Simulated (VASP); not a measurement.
Here is a VASP 6.6.1 calculation.

The input INCAR:

```
PREC = Accurate
ENCUT = 520
EDIFF = 1E-6
ISMEAR = -1
SIGMA = 0.08
LREAL = F
LASPH = T
NELM = 80
ALGO = Normal
ISIF = 2
LWAVE = F
LCHARG = F
GGA = PS
NBANDS = 16
```

Contents of KPOINTS:

```
Automatic mesh
0
Gamma
  12 12 12
```

POSCAR

```
HgTe
1.0
    0.0000000000      2.9215000000      2.8922850000
    2.9215000000      0.0000000000      2.8922850000
    2.9215000000      2.9215000000      0.0000000000
Hg Te
1 1
Direct
    0.0000000000      0.0000000000      0.0000000000
    0.5000000000      0.5000000000      0.5000000000
```

Potentials or basis: VASP PAW PBE potentials, release 64 (Hg, Te).

Launch:

```sh
$ cat potpaw_PBE.64/Hg/POTCAR potpaw_PBE.64/Te/POTCAR > POTCAR
$ mpirun -np 1 vasp_std > vasp.out
```

(1) Predict the band gap on the k mesh.

(2) Predict the pressure.

## Answers

(1) zero (bands 9 and 10 overlap by 3.40 eV).

(2) 7.3 GPa.

Caveat: the cell differs from its parent crystal (zz strain of -1 %); the cell stands under pressure; the PAW data sets were made with another functional, which shifts forces and pressure a little; spin-orbit coupling is left out, which moves the levels of the heavy elements.
